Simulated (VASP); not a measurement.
# SiO2 (I-42d) in VASP: single point with PBE

Aim: the single point of SiO2 with PBE.

Everything below comes from runs of VASP 6.6.1. Logs are shortened: lines on timing, memory, paths and dates and some standing lists are left out, and cuts for length are marked.

## (1) The cell of the first run

The structure is tetragonal, space group I-42d (No. 122). The conventional cell has a = 5.026 Å, b = 5.026 Å, c = 7.372 Å, α = 90.00°, β = 90.00°, γ = 90.00°. Within 2.2 Å of Si (site symmetry -4) lie 4 O at 1.63 Å. O (site symmetry 2) has 2 Si at 1.63 Å within 2.2 Å.

## (2) Single point, PBE

File INCAR:

```
ALGO = Normal
EDIFF = 1E-6
ENCUT = 520
GGA = PE
ISIF = 2
ISMEAR = 0
LASPH = True
LCHARG = True
LELF = True
LREAL = False
LVHAR = True
LWAVE = False
NBANDS = 25
NELM = 100
PREC = Accurate
SIGMA = 0.02
```

File KPOINTS:

```
k-points
0
Gamma
  6 6 6
```

File POSCAR:

```
SiO2
1.0
   -2.5131486988      2.5131486988      3.6858705117
    2.5131486988     -2.5131486988      3.6858705117
    2.5131486988      2.5131486988     -3.6858705117
Si O
2 4
Direct
    0.0000000000      0.0000000000      0.0000000000
    0.7500000000      0.2500000000      0.5000000000
    0.3750000000      0.2174786090      0.3424786090
    0.9674786090      0.6250000000      0.8424786090
    0.7825213910      0.1250000000      0.1575213910
    0.8750000000      0.0325213910      0.6575213910
```

Potentials or basis: VASP PAW PBE potentials, release 64 (Si, O).

Command:

```
$ cat potpaw_PBE.64/Si/POTCAR potpaw_PBE.64/O/POTCAR > POTCAR
$ mpirun -np 1 vasp_std > vasp.out
```

OUTCAR:

```text
EDIFF = 1E-6
   ENCUT = 520
   GGA = PE
   ISIF = 2
   ISMEAR = 0
   LASPH = True
   LREAL = False
   NELM = 100
   PREC = Accurate

 ion  position               nearest neighbor table
   1  0.000  0.000  0.000-   3 1.63   4 1.63   5 1.63   6 1.63   2 3.12   2 3.12   2 3.12   2 3.12

   2  0.750  0.250  0.500-   4 1.63   3 1.63   5 1.63   6 1.63   1 3.12   1 3.12   1 3.12   1 3.12

   3  0.375  0.217  0.342-   1 1.63   2 1.63
   4  0.967  0.625  0.842-   2 1.63   1 1.63
   5  0.783  0.125  0.158-   1 1.63   2 1.63
   6  0.875  0.033  0.658-   1 1.63   2 1.63

  LATTYP: Found a body centered tetragonal cell.
 ALAT       =     5.0262973976
 C/A-ratio  =     1.4666344707

  Lattice vectors:

 A1 = (  -2.5131486988,   2.5131486988,   3.6858705117)
 A2 = (   2.5131486988,  -2.5131486988,   3.6858705117)
 A3 = (   2.5131486988,   2.5131486988,  -3.6858705117)

Analysis of symmetry for initial positions (statically):
=====================================================================
 Subroutine PRICEL returns:
 Original cell was already a primitive cell.

 Routine SETGRP: Setting up the symmetry group for a
 body centered tetragonal supercell.

 Subroutine GETGRP returns: Found  8 space group operations
 (whereof  4 operations were pure point group operations)
 out of a pool of 16 trial point group operations.

The static configuration has the point symmetry S_4 .
 The point group associated with its full space group is D_2d.

Analysis of symmetry for dynamics (positions and initial velocities):
=====================================================================
 Subroutine PRICEL returns:
 Original cell was already a primitive cell.

 Routine SETGRP: Setting up the symmetry group for a
 body centered tetragonal supercell.

 Subroutine GETGRP returns: Found  8 space group operations
 (whereof  4 operations were pure point group operations)
 out of a pool of 16 trial point group operations.

The dynamic configuration has the point symmetry S_4 .
 The point group associated with its full space group is D_2d.

 Subroutine INISYM returns: Found  8 space group operations
 (whereof  4 operations are pure point group operations),
 and found     1 'primitive' translations

[... 100 lines left out ...]
   ENCUT  =  520.0 eV  38.22 Ry    6.18 a.u.   9.52  9.52  9.52*2*pi/ulx,y,z
   NELM   =    100;   NELMIN=  2; NELMDL= -5     # of ELM steps
   EDIFF  = 0.1E-05   stopping-criterion for ELM
   LREAL  =      F    real-space projection
   EDIFFG = 0.1E-04   stopping-criterion for IOM
   NSW    =      0    number of steps for IOM
   IBRION =     -1    ionic relax: 0-MD 1-quasi-New 2-CG
   NFREE  =      0    steps in history (QN), initial steepest desc. (CG)
   ISIF   =      2    stress and relaxation
   ISYM   =      2    0-nonsym 1-usesym 2-fastsym
   POTIM  = 0.5000    time-step for ionic-motion
   TEBEG  =    0.0;   TEEND  =   0.0 temperature during run
   PSTRESS=    0.0 pullay stress
   NELECT =      32.0000    total number of electrons
   NUPDOWN=      -1.0000    fix difference up-down
   EMIN   =  10.00;   EMAX   =-10.00  energy-range for DOS
   EFERMI =   0.00;   METHOD = LEGACY
   ISMEAR =     0;   SIGMA  =   0.02  broadening in eV -4-tet -1-fermi 0-gaus
   EFERMI_NEDOS =   21; number of points for ismear=-14 and -15
   IALGO  =     38    algorithm
   IMIX   =      4    mixing-type and parameters
     AMIX     =   0.40;   BMIX     =  1.00
     AMIX_MAG =   1.60;   BMIX_MAG =  1.00
  volume/ion in A,a.u.               =      15.52       104.73
  Fermi-wavevector in a.u.,A,eV,Ry     =   1.146690  2.166930 17.890272  1.314898
  Thomas-Fermi vector in A             =   2.283373
   LORBIT       =      0    0 simple, 1 ext, 2 COOP (PROOUT), +10 PAW based schemes
   GGA     = PE    functional components
   LHFCALC =     F    Hartree Fock is set to
   AEXX    =    0.0000 exact exchange contribution
   IVDW    =     0    specifies the selected vdW correction
   LEPSILON=     F    determine dielectric tensor
   LRPA    =     F    only Hartree local field effects (RPA)
 non-spin polarized calculation
 Gauss-broadening in eV      SIGMA  =   0.02
  energy-cutoff  :      520.00
  volume of cell :       93.12
 maximum number of plane-waves:      2531
 NGX is ok and might be reduce to    40
   NGX = 19   NGY = 19   NGZ = 19

 number of electron      31.9999995 magnetization

 Free energy of the ion-electron system (eV)
  ---------------------------------------------------
  ext. energy  EPLUGINS =         0.00000000
  ---------------------------------------------------
  free energy    TOTEN  =       -47.49209327 eV

  energy without entropy =      -47.49209327  energy(sigma->0) =      -47.49209327

 E-fermi :  -0.5374     XC(G=0):  -8.0118

 val. band max:       -0.6371868560   @ k =   0.0000   0.0000   0.0000
 cond. band min:       5.0995664491   @ k =   0.0000   0.0000   0.0000
 fundamental gap:      5.7367533051
 Fermi energy:        -0.5373521560

 k-point     1 :       0.0000    0.0000    0.0000
  band No.  band energies     occupation
      1     -19.7368      2.00000
      2     -17.7370      2.00000
      3     -17.7370      2.00000
      4     -17.6785      2.00000
      5      -9.8625      2.00000
      6      -6.1223      2.00000
[... 661 lines left out ...]
     24      12.1840      0.00000
     25      12.7883      0.00000

 [... further k-points ...]

------------------------ aborting loop because EDIFF is reached ----------------------------------------

  FORCE on cell =-STRESS in cart. coord.  units (eV):
  Direction    XX          YY          ZZ          XY          YZ          ZX
  --------------------------------------------------------------------------------------
  -------------------------------------------------------------------------------------
  Total        0.0515915      0.0515915      0.0920907      0.0000000     -0.0000000      0.0000000
  in kB        0.8876711      0.8876711      1.5844911      0.0000000     -0.0000000      0.0000000
  external PRESSURE =       1.1199445 kB  Pullay stress =       0.0000000 kB

 VOLUME and BASIS-vectors are now :
 -----------------------------------------------------------------------------
  energy-cutoff  :      520.00
  volume of cell :       93.12
      direct lattice vectors                 reciprocal lattice vectors
    -2.513148699  2.513148699  3.685870512     0.000000000  0.198953608  0.135653165
     2.513148699 -2.513148699  3.685870512     0.198953608  0.000000000  0.135653165
     2.513148699  2.513148699 -3.685870512     0.198953608  0.198953608  0.000000000

 POSITION                                       TOTAL-FORCE (eV/Angst)
 -----------------------------------------------------------------------------------
      0.00000      0.00000      0.00000        -0.000000      0.000000     -0.000000
      0.00000      2.51315      1.84294        -0.000000      0.000000      0.000000
      0.46482      1.25657      0.92147        -0.006913      0.000000     -0.000000
      1.25657      2.97797      2.76440        -0.000000     -0.006913     -0.000000
     -1.25657      2.04832      2.76440        -0.000000      0.006913      0.000000
     -0.46482      3.76972      0.92147         0.006913      0.000000      0.000000
 -----------------------------------------------------------------------------------
    total drift:                                0.000004      0.000004      0.000003

  FREE ENERGIE OF THE ION-ELECTRON SYSTEM (eV)
  ---------------------------------------------------
  free  energy   TOTEN  =       -47.4920932716 eV

  energy  without entropy=      -47.4920932716  energy(sigma->0) =      -47.49209327
```

OSZICAR:

```text
N       E                     dE             d eps       ncg     rms          rms(c)
DAV:   1     0.178235583564E+03    0.17824E+03   -0.15958E+04  1508   0.113E+03
DAV:   2    -0.410303396728E+02   -0.21927E+03   -0.20979E+03  2011   0.272E+02
DAV:   3    -0.537773044997E+02   -0.12747E+02   -0.12687E+02  2013   0.678E+01
DAV:   4    -0.539052939199E+02   -0.12799E+00   -0.12793E+00  1791   0.773E+00
DAV:   5    -0.539068922151E+02   -0.15983E-02   -0.15978E-02  1998   0.850E-01    0.203E+01
DAV:   6    -0.474770263266E+02    0.64299E+01   -0.20453E+01  1843   0.285E+01    0.994E+00
DAV:   7    -0.474934279267E+02   -0.16402E-01   -0.72057E-01  1945   0.452E+00    0.351E+00
DAV:   8    -0.474858854927E+02    0.75424E-02   -0.35224E-02  1910   0.157E+00    0.137E+00
DAV:   9    -0.474906958999E+02   -0.48104E-02   -0.21933E-02  1885   0.108E+00    0.285E-01
DAV:  10    -0.474921108965E+02   -0.14150E-02   -0.17786E-03  1595   0.256E-01    0.783E-02
DAV:  11    -0.474920870862E+02    0.23810E-04   -0.47232E-04  1919   0.152E-01    0.224E-02
DAV:  12    -0.474920912905E+02   -0.42043E-05   -0.16682E-05  1828   0.283E-02    0.155E-02
DAV:  13    -0.474920931455E+02   -0.18550E-05   -0.33171E-06  1644   0.130E-02    0.274E-03
DAV:  14    -0.474920932716E+02   -0.12614E-06   -0.18663E-07  1428   0.301E-03
   1 F= -.47492093E+02 E0= -.47492093E+02  d E =-.157576E-14
```

stdout:

```text
POSCAR found type information on POSCAR SiO
 POSCAR found :  2 types and       6 ions
 scaLAPACK will be used
 LDA part: xc-table for (Slater+PW92), standard interpolation
 POSCAR, INCAR and KPOINTS ok, starting setup
 FFT: planning ... GRIDC
 FFT: planning ... GRID_SOFT
 FFT: planning ... GRID
 WAVECAR not read
 entering main loop
```

It took 87 s on 1 thread of AMD EPYC 7R43 (Zen 3), shared host; peak memory 0.2 GiB.

Results:

| Quantity | Value |
| --- | --- |
| Free energy | -47.4921 eV |
| Pressure | 0.1 GPa |
| Largest force | 0.007 eV/Å |
| Band gap on the k mesh | 5.74 eV, direct |

Forces on the atoms (eV/Å):
```
Si   0.000  0.000  0.000
Si   0.000  0.000  0.000
O   -0.007  0.000  0.000
O    0.000 -0.007  0.000
O    0.000  0.007  0.000
O    0.007  0.000  0.000
```
